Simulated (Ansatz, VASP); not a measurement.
# One calculation of SiC, two programs

```
Si C
1.0
     2.63784    0.00000    0.00000
     0.00000    2.63784    0.00000
     0.00000    0.00000    2.63784
Si C
1 1
Cartesian
  1.3189 1.3189 1.3189
  0.0000 0.0000 0.0000
```

Alike in both runs: task relaxation of cell and atoms; functional PBE; k mesh 20 × 20 × 20; occupations gaussian, width 0.1 eV; no spin polarisation.

|  | VASP | Ansatz |
| --- | --- | --- |
| version | VASP 6.6.1 | Ansatz 0.2.0 |
| potentials or method | VASP PAW PBE potentials, release 64 (Si, C), cutoff 600 eV | scalar-relativistic, plane waves, PAW |
| valence electrons in the cell | 8 | 8 |

|  | VASP | Ansatz | Ansatz less VASP |
| --- | --- | --- | --- |
| gap on the k mesh at the Fermi level, each at its own relaxed structure (eV) | none | none | - |
| relaxed volume (Å³/atom) | 9.22 | 9.22 | -0.003 |
| relaxed cell length with the largest relative difference (Å) | 2.642 | 2.642 | -0.0003 |

A gap of «none» marks a metal or a gap that the smearing closes.
